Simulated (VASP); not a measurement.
Write the native input for VASP 6.6.1 that does the following.

| Quantity | Value |
| --- | --- |
| Task | relaxation of cell and atoms |
| Functional | PBE |
| Potentials or basis | VASP PAW PBE potentials, release 64 (Ti_sv, C) |
| Cutoff | 600 eV |
| k mesh | 15 × 15 × 15 |
| Occupations | fermi-dirac, width 0.05 eV |
| Spin | no spin polarisation |
| Target pressure | 100 GPa |
| Dipole correction | no |
| Further INCAR settings | ALGO = Normal; EDIFF = 1e-06; IBRION = 2; EDIFFG = -0.005; NSW = 32; ISIF = 3 |

The structure of TiC (CsCl type) lies in POSCAR:

```
TiC
1.0
    2.4779710344      0.0000000000      0.0000000000
    0.0000000000      2.4779710344      0.0000000000
    0.0000000000      0.0000000000      2.4779710344
Ti C
1 1
Direct
    0.0000000000      0.0000000000      0.0000000000
    0.5000000000      0.5000000000      0.5000000000
```

These files were run (other wordings do the same):

INCAR

```
PREC = Accurate ; ENCUT = 600
EDIFF = 1E-6 ; ISMEAR = -1
SIGMA = 0.05 ; LREAL = F
LASPH = T ; NELM = 80
ALGO = Normal ; ISIF = 3
LWAVE = F ; LCHARG = F
GGA = PE ; IBRION = 2
NSW = 32 ; EDIFFG = -0.005
PSTRESS = 1000.0
```

KPOINTS

```
Automatic mesh
0
Gamma
  15 15 15
```

Potentials or basis: VASP PAW PBE potentials, release 64 (Ti_sv, C).

Run with:

```sh
$ cat potpaw_PBE.64/Ti_sv/POTCAR potpaw_PBE.64/C/POTCAR > POTCAR
$ mpirun -np 1 vasp_std > vasp.out
```

It gave:

The pressure after relaxing is 100.0 GPa and the band gap on the k mesh is zero (band 8 reaches 15.70 eV, above the bottom of band 9 at 12.50 eV).

Caveat: the relaxation stopped at its first step, so nothing moved; the cell is relaxed towards a set pressure, so the enthalpy falls and the energy may rise.

It took 16 s on 1 thread of Intel(R) Xeon(R) Platinum 8488C (Sapphire Rapids), on a shared host, peak memory 0.14 GiB.
